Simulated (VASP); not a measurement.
# MgS (Fm-3m) in VASP: further runs

Runs on MgS. Level: PBEsol. Tasks: single point.

All numbers are computed with VASP 6.6.1; they aren't measurements. Logs are shortened: lines on timing, memory, paths and dates and some standing lists are left out, and cuts for length are marked.

### Step 1. The cell of the first run

It takes space group Fm-3m (No. 225, cubic). The conventional cell has a = 5.238 Å, b = 5.238 Å, c = 5.238 Å, α = 90.00°, β = 90.00°, γ = 90.00°. Mg (site symmetry m-3m) has 6 S at 2.62 Å within 3.5 Å. Within 3.5 Å of S (site symmetry m-3m) lie 6 Mg at 2.62 Å.

### Step 2. Single point, PBEsol (volume scaled by 1.02)

The input, INCAR:

```
ALGO     = Normal         # electronic algorithm
EDIFF    = 1E-6           # SCF threshold, eV
ENCUT    = 520            # plane-wave cutoff, eV
GGA      = PS             # functional
ISIF     = 2              # what is computed and relaxed
ISMEAR   = -1             # smearing method
LASPH    = T              # aspherical terms in the spheres
LCHARG   = F              # write CHGCAR
LREAL    = F              # projectors in reciprocal space
LWAVE    = F              # write WAVECAR
NBANDS   = 11             # bands
NELM     = 60             # most SCF steps
PREC     = Accurate       # precision mode
SIGMA    = 0.03           # smearing width, eV
```

The input, KPOINTS:

```
k-points
0
Gamma
  10 10 10
```

The input, POSCAR:

```
MgS
1.0
    0.0000000000      2.6188799723      2.6188799723
    2.6188799723      0.0000000000      2.6188799723
    2.6188799723      2.6188799723      0.0000000000
Mg S
1 1
Direct
    0.0000000000      0.0000000000      0.0000000000
    0.5000000000      0.5000000000      0.5000000000
```

Potentials or basis: VASP PAW PBE potentials, release 64 (Mg, S).

The run is started by

```
$ cat potpaw_PBE.64/Mg/POTCAR potpaw_PBE.64/S/POTCAR > POTCAR
$ mpirun -np 1 vasp_std > vasp.out
```

OUTCAR:

```text
EDIFF = 1E-6
   ENCUT = 520
   GGA = PS
   ISIF = 2
   ISMEAR = -1
   LASPH = T
   LREAL = F
   NELM = 60
   PREC = Accurate

 ion  position               nearest neighbor table
   1  0.000  0.000  0.000-   2 2.62   2 2.62   2 2.62   2 2.62   2 2.62   2 2.62
   2  0.500  0.500  0.500-   1 2.62   1 2.62   1 2.62   1 2.62   1 2.62   1 2.62

  LATTYP: Found a face centered cubic cell.
 ALAT       =     5.2377599446

  Lattice vectors:

 A1 = (   0.0000000000,   2.6188799723,   2.6188799723)
 A2 = (   2.6188799723,   0.0000000000,   2.6188799723)
 A3 = (   2.6188799723,   2.6188799723,   0.0000000000)

Analysis of symmetry for initial positions (statically):
=====================================================================
 Subroutine PRICEL returns:
 Original cell was already a primitive cell.

 Routine SETGRP: Setting up the symmetry group for a
 face centered cubic supercell.

 Subroutine GETGRP returns: Found 48 space group operations
 (whereof 48 operations were pure point group operations)
 out of a pool of 48 trial point group operations.

The static configuration has the point symmetry O_h .

Analysis of symmetry for dynamics (positions and initial velocities):
=====================================================================
 Subroutine PRICEL returns:
 Original cell was already a primitive cell.

 Routine SETGRP: Setting up the symmetry group for a
 face centered cubic supercell.

 Subroutine GETGRP returns: Found 48 space group operations
 (whereof 48 operations were pure point group operations)
 out of a pool of 48 trial point group operations.

The dynamic configuration has the point symmetry O_h .

 Subroutine INISYM returns: Found 48 space group operations
 (whereof 48 operations are pure point group operations),
 and found     1 'primitive' translations

----------------------------------------------------------------------------------------

                                     Primitive cell

  volume of cell :      35.9233

  direct lattice vectors                    reciprocal lattice vectors
     0.000000000  2.618879972  2.618879972    -0.190921312  0.190921312  0.190921312
     2.618879972  0.000000000  2.618879972     0.190921312 -0.190921312  0.190921312
     2.618879972  2.618879972  0.000000000     0.190921312  0.190921312 -0.190921312

  length of vectors
     3.703655575  3.703655575  3.703655575     0.330685412  0.330685412  0.330685412

  position of ions in fractional coordinates (direct lattice)
     0.000000000  0.000000000  0.000000000
     0.500000000  0.500000000  0.500000000
[... 79 lines left out ...]
   EDIFFG = 0.1E-04   stopping-criterion for IOM
   NSW    =      0    number of steps for IOM
   IBRION =     -1    ionic relax: 0-MD 1-quasi-New 2-CG
   NFREE  =      0    steps in history (QN), initial steepest desc. (CG)
   ISIF   =      2    stress and relaxation
   ISYM   =      2    0-nonsym 1-usesym 2-fastsym
   POTIM  = 0.5000    time-step for ionic-motion
   TEBEG  =    0.0;   TEEND  =   0.0 temperature during run
   PSTRESS=    0.0 pullay stress
   NELECT =       8.0000    total number of electrons
   NUPDOWN=      -1.0000    fix difference up-down
   EMIN   =  10.00;   EMAX   =-10.00  energy-range for DOS
   EFERMI =   0.00;   METHOD = LEGACY
   ISMEAR =    -1;   SIGMA  =   0.03  broadening in eV -4-tet -1-fermi 0-gaus
   EFERMI_NEDOS =   21; number of points for ismear=-14 and -15
   IALGO  =     38    algorithm
   IMIX   =      4    mixing-type and parameters
     AMIX     =   0.40;   BMIX     =  1.00
     AMIX_MAG =   1.60;   BMIX_MAG =  1.00
  volume/ion in A,a.u.               =      17.96       121.21
  Fermi-wavevector in a.u.,A,eV,Ry     =   0.992307  1.875188 13.397282  0.984672
  Thomas-Fermi vector in A             =   2.124109
   LORBIT       =      0    0 simple, 1 ext, 2 COOP (PROOUT), +10 PAW based schemes
   GGA     = PS    functional components
   LHFCALC =     F    Hartree Fock is set to
   AEXX    =    0.0000 exact exchange contribution
   IVDW    =     0    specifies the selected vdW correction
   LEPSILON=     F    determine dielectric tensor
   LRPA    =     F    only Hartree local field effects (RPA)
 non-spin polarized calculation
  energy-cutoff  :      520.00
  volume of cell :       35.92
 maximum number of plane-waves:       982
   NGX = 13   NGY = 13   NGZ = 13

 number of electron       8.0000001 magnetization

 Free energy of the ion-electron system (eV)
  ---------------------------------------------------
  ext. energy  EPLUGINS =         0.00000000
  ---------------------------------------------------
  free energy    TOTEN  =        -9.06558751 eV

  energy without entropy =       -9.06558751  energy(sigma->0) =       -9.06558751

 E-fermi :   4.0823     XC(G=0):  -9.7550

 val. band max:        3.5001732508   @ k =   0.0000   0.0000   0.0000
 cond. band min:       6.1632672787   @ k =   0.5000   0.5000   0.0000
 fundamental gap:      2.6630940280
 Fermi energy:         4.0823247197

 k-point     1 :       0.0000    0.0000    0.0000
  band No.  band energies     occupation
      1      -9.0710      2.00000
      2       3.5002      2.00000
      3       3.5002      2.00000
      4       3.5002      2.00000
      5       6.9409      0.00000
      6      11.3658      0.00000
      7      11.3658      0.00000
      8      11.3658      0.00000
      9      13.7889      0.00000
     10      13.7889      0.00000
     11      15.7491      0.00000
[... 309 lines left out ...]
 k-point    24 :       0.4000    0.3000    0.0000
  band No.  band energies     occupation
      1      -7.8174      2.00000
      2      -0.0744      2.00000
      3       1.8809      2.00000
      4       2.1529      2.00000
      5       7.3206      0.00000
      6       8.6305      0.00000
      7      12.7443      0.00000
      8      13.8767      0.00000
      9      15.3435      0.00000
     10      16.6479      0.00000
     11      19.9101      0.00000

 [... further k-points ...]
[... 5 lines left out ...]
  --------------------------------------------------------------------------------------
  -------------------------------------------------------------------------------------
  Total       -0.5735396     -0.5735396     -0.5735396      0.0000000      0.0000000      0.0000000
  in kB      -25.5798042    -25.5798042    -25.5798042      0.0000000      0.0000000      0.0000000
  external PRESSURE =     -25.5798042 kB  Pullay stress =       0.0000000 kB

 VOLUME and BASIS-vectors are now :
 -----------------------------------------------------------------------------
  energy-cutoff  :      520.00
  volume of cell :       35.92
      direct lattice vectors                 reciprocal lattice vectors
     0.000000000  2.618879972  2.618879972    -0.190921312  0.190921312  0.190921312
     2.618879972  0.000000000  2.618879972     0.190921312 -0.190921312  0.190921312
     2.618879972  2.618879972  0.000000000     0.190921312  0.190921312 -0.190921312

 POSITION                                       TOTAL-FORCE (eV/Angst)
 -----------------------------------------------------------------------------------
      0.00000      0.00000      0.00000         0.000000      0.000000      0.000000
      2.61888      2.61888      2.61888        -0.000000     -0.000000     -0.000000
 -----------------------------------------------------------------------------------
    total drift:                                0.000000      0.000000      0.000000

  FREE ENERGIE OF THE ION-ELECTRON SYSTEM (eV)
  ---------------------------------------------------
  free  energy   TOTEN  =        -9.0655875069 eV

  energy  without entropy=       -9.0655875069  energy(sigma->0) =       -9.06558751
```

stdout:

```text
POSCAR found type information on POSCAR MgS
 POSCAR found :  2 types and       2 ions
 scaLAPACK will be used
 -----------------------------------------------------------------------------
|                                                                             |
|                                                                             |
|     You enforced a specific xc type in the INCAR file but a different       |
|     I HOPE YOU KNOW WHAT YOU ARE DOING!                                     |
|                                                                             |
 -----------------------------------------------------------------------------

 LDA part: xc-table for (Slater+PW92), standard interpolation
 POSCAR, INCAR and KPOINTS ok, starting setup
 FFT: planning ... GRIDC
 FFT: planning ... GRID_SOFT
 FFT: planning ... GRID
 WAVECAR not read
 entering main loop
```

Run time: 29 s. Hardware: 1 thread of Intel Xeon 8259CL, shared host; peak memory 0.16 GiB.

Results:

```
Free energy            : -9.0656 eV
Pressure               : -2.6 GPa
Band gap on the k mesh : 2.66 eV, indirect (least direct gap 3.44 eV)
```

Levels at points of the mesh, in eV from the valence-band top:
| k point | band 1 | band 2 | band 3 | band 4 | band 5 | band 6 | band 7 | band 8 | band 9 |
| --- | --- | --- | --- | --- | --- | --- | --- | --- | --- |
| (0.00, 0.00, 0.00) | -12.57 | 0.00 | 0.00 | 0.00 | 3.44 | 7.87 | 7.87 | 7.87 | 10.29 |
| (0.50, 0.00, 0.00) | -11.30 | -4.79 | -0.58 | -0.58 | 4.37 | 6.80 | 6.80 | 9.85 | 11.86 |
| (0.50, 0.50, 0.00) | -10.93 | -4.16 | -1.66 | -1.66 | 2.66 | 4.30 | 11.68 | 12.76 | 13.06 |

Caveat: the PAW data sets were made with another functional, which shifts forces and pressure a little. A k mesh can miss the band edges.

### Step 3. Single point, PBEsol (volume scaled by 1.04)

The input, INCAR:

```
ALGO = Normal
EDIFF = 1E-6
ENCUT = 520
GGA = PS
ISIF = 2
ISMEAR = -1
LASPH = T
LCHARG = F
LREAL = F
LWAVE = F
NBANDS = 11
NELM = 60
PREC = Accurate
SIGMA = 0.03
```

KPOINTS is that of step 2.

The input, POSCAR:

```
MgS
1.0
    0.0000000000      2.6358861630      2.6358861630
    2.6358861630      0.0000000000      2.6358861630
    2.6358861630      2.6358861630      0.0000000000
Mg S
1 1
Direct
    0.0000000000      0.0000000000      0.0000000000
    0.5000000000      0.5000000000      0.5000000000
```

Potentials or basis: VASP PAW PBE potentials, release 64 (Mg, S).

The run is started by

```
$ cat potpaw_PBE.64/Mg/POTCAR potpaw_PBE.64/S/POTCAR > POTCAR
$ mpirun -np 1 vasp_std > vasp.out
```

OUTCAR:

```text
EDIFF = 1E-6
   ENCUT = 520
   GGA = PS
   ISIF = 2
   ISMEAR = -1
   LASPH = T
   LREAL = F
   NELM = 60
   PREC = Accurate

 ion  position               nearest neighbor table
   1  0.000  0.000  0.000-   2 2.64   2 2.64   2 2.64   2 2.64   2 2.64   2 2.64
   2  0.500  0.500  0.500-   1 2.64   1 2.64   1 2.64   1 2.64   1 2.64   1 2.64

  LATTYP: Found a face centered cubic cell.
 ALAT       =     5.2717723260

  Lattice vectors:

[... 511 lines left out ...]
      4       2.0212      2.00000
      5       7.1040      0.00000
      6       8.4976      0.00000
      7      12.4412      0.00000
      8      13.6299      0.00000
      9      15.0263      0.00000
     10      16.3978      0.00000
     11      19.5877      0.00000

 [... further k-points ...]
[... 5 lines left out ...]
  --------------------------------------------------------------------------------------
  -------------------------------------------------------------------------------------
  Total       -0.8784408     -0.8784408     -0.8784408      0.0000000      0.0000000      0.0000000
  in kB      -38.4249347    -38.4249347    -38.4249347      0.0000000      0.0000000      0.0000000
  external PRESSURE =     -38.4249347 kB  Pullay stress =       0.0000000 kB

 VOLUME and BASIS-vectors are now :
 -----------------------------------------------------------------------------
  energy-cutoff  :      520.00
  volume of cell :       36.63
      direct lattice vectors                 reciprocal lattice vectors
     0.000000000  2.635886163  2.635886163    -0.189689527  0.189689527  0.189689527
     2.635886163  0.000000000  2.635886163     0.189689527 -0.189689527  0.189689527
     2.635886163  2.635886163  0.000000000     0.189689527  0.189689527 -0.189689527

 POSITION                                       TOTAL-FORCE (eV/Angst)
 -----------------------------------------------------------------------------------
      0.00000      0.00000      0.00000         0.000000     -0.000000     -0.000000
      2.63589      2.63589      2.63589        -0.000000      0.000000      0.000000
 -----------------------------------------------------------------------------------
    total drift:                                0.000000      0.000000      0.000000

  FREE ENERGIE OF THE ION-ELECTRON SYSTEM (eV)
  ---------------------------------------------------
  free  energy   TOTEN  =        -9.0516894993 eV

  energy  without entropy=       -9.0516894993  energy(sigma->0) =       -9.05168950
```

OSZICAR:

```text
N       E                     dE             d eps       ncg     rms          rms(c)
DAV:   1     0.198071303057E+02    0.19807E+02   -0.34930E+03  1090   0.581E+02
DAV:   2    -0.808723307536E+01   -0.27894E+02   -0.26491E+02  1281   0.101E+02
DAV:   3    -0.942824040235E+01   -0.13410E+01   -0.13388E+01  1277   0.227E+01
DAV:   4    -0.943658649961E+01   -0.83461E-02   -0.83454E-02  1222   0.216E+00
DAV:   5    -0.943665766447E+01   -0.71165E-04   -0.71164E-04  1287   0.198E-01    0.395E+00
DAV:   6    -0.909645761055E+01    0.34020E+00   -0.74312E-01  1169   0.328E+00    0.296E+00
DAV:   7    -0.905508195965E+01    0.41376E-01   -0.18404E-01  1232   0.179E+00    0.186E+00
DAV:   8    -0.905196065326E+01    0.31213E-02   -0.11421E-02  1154   0.613E-01    0.735E-01
DAV:   9    -0.905170415999E+01    0.25649E-03   -0.58299E-04  1178   0.130E-01    0.328E-01
DAV:  10    -0.905168867850E+01    0.15481E-04   -0.17252E-04  1205   0.576E-02    0.105E-02
DAV:  11    -0.905168949930E+01   -0.82080E-06   -0.18499E-06  1183   0.867E-03
   1 F= -.90516895E+01 E0= -.90516895E+01  d E =-.369532E-10
```

stdout:

```text
POSCAR found type information on POSCAR MgS
 POSCAR found :  2 types and       2 ions
 scaLAPACK will be used
 -----------------------------------------------------------------------------
|                                                                             |
|                                                                             |
|     You enforced a specific xc type in the INCAR file but a different       |
|     I HOPE YOU KNOW WHAT YOU ARE DOING!                                     |
|                                                                             |
 -----------------------------------------------------------------------------

 LDA part: xc-table for (Slater+PW92), standard interpolation
 POSCAR, INCAR and KPOINTS ok, starting setup
 FFT: planning ... GRIDC
 FFT: planning ... GRID_SOFT
 FFT: planning ... GRID
 WAVECAR not read
 entering main loop
```

It took 25 s on 1 thread of Intel Xeon 8259CL, shared host; peak memory 0.16 GiB.

What came out:

```yaml
Free_energy: -9.0517 eV
Pressure: -3.8 GPa
Band_gap_on_the_k_mesh: 2.62 eV, indirect (least direct gap 3.29 eV)
```

Caveat: the PAW data sets were made with another functional, which shifts forces and pressure a little. A k mesh can miss the band edges.
